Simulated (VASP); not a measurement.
Si2Au:

```
Si Au
1.0
    -2.15561    2.15561    5.41837
     2.15561   -2.15561    5.41837
     2.15561    2.15561   -5.41837
Si Au
4 2
Cartesian
  0.0000 0.0000 2.2389
  0.0000 2.1556 4.9481
  0.0000 2.1556 0.4703
  0.0000 0.0000 8.5979
  0.0000 0.0000 0.0000
  0.0000 2.1556 2.7092
```

- Program: VASP 6.6.1
- Task: relaxation of cell and atoms
- Functional: PBE
- Potentials or basis: VASP PAW PBE potentials, release 64 (Si, Au)
- Cutoff: 600 eV
- k mesh: 6 × 6 × 6
- Occupations: gaussian, width 0.1 eV
- Spin: no spin polarisation

At the start: pressure 58.1 GPa; volume 16.78 Å³/atom.

Problem. Where does the relaxation end?

Solution. Over 23 steps the energy falls by 1035.4 meV/atom and the volume is 24.34 Å³/atom (+45.0 %); space group I4_1/amd (No. 141, to 0.1 Å) before and after.

Step by step:
```
step  energy change (eV)  largest force (eV/Å)  pressure (GPa)  volume (Å³)
   1              0.0000                2.2974           58.06       100.71
   2             -1.7960                0.4481          -10.21       217.73
   3             -5.5856                0.4653           -1.31       145.69
   4             -5.6009                0.4402           -0.43       143.75
   5             -5.6051                0.4161            0.38       142.11
   6             -5.6412                0.2730           -0.14       143.27
   7             -5.6458                0.1909           -0.33       143.87
   8             -5.6599                0.1564            0.15       143.23
   9             -5.6809                0.0391            1.54       141.50
  10             -5.6867                0.0425            1.52       141.64
  11             -5.7039                0.0513            1.44       142.06
  12             -5.7378                0.0746            1.25       142.88
  13             -5.8126                0.1256            0.91       144.47
  14             -5.9465                0.0935            0.07       147.42
  15             -6.1279                0.1108           -1.65       152.46
  16             -6.1709                0.0863           -1.56       151.14
  17             -6.1075                0.3817           -0.47       146.39
  18             -6.1814                0.1903           -1.35       149.86
  19             -6.1815                0.1843           -1.37       150.04
  20             -6.2031                0.1471           -0.37       147.47
  21             -6.2069                0.1204            0.28       145.96
  22             -6.2119                0.0305            0.07       146.03
  23             -6.2123                0.0043            0.00       146.06
```

Final structure:
```yaml
crystal:
  lattice:
    - [-2.19607, 2.19607, 7.57141]
    - [2.19607, -2.19607, 7.57141]
    - [2.19607, 2.19607, -7.57141]
  atoms:
    - { symbol: Si, position: [0.17050, 0.17050, 0.00000] }
    - { symbol: Si, position: [0.92050, 0.42050, 0.50000] }
    - { symbol: Si, position: [0.57950, 0.07950, 0.50000] }
    - { symbol: Si, position: [0.82950, 0.82950, 0.00000] }
    - { symbol: Au, position: [0.00000, 0.00000, 0.00000] }
    - { symbol: Au, position: [0.75000, 0.25000, 0.50000] }
```

Caveat: the volume moved by over 15 % at a fixed basis, so the end points are rough.
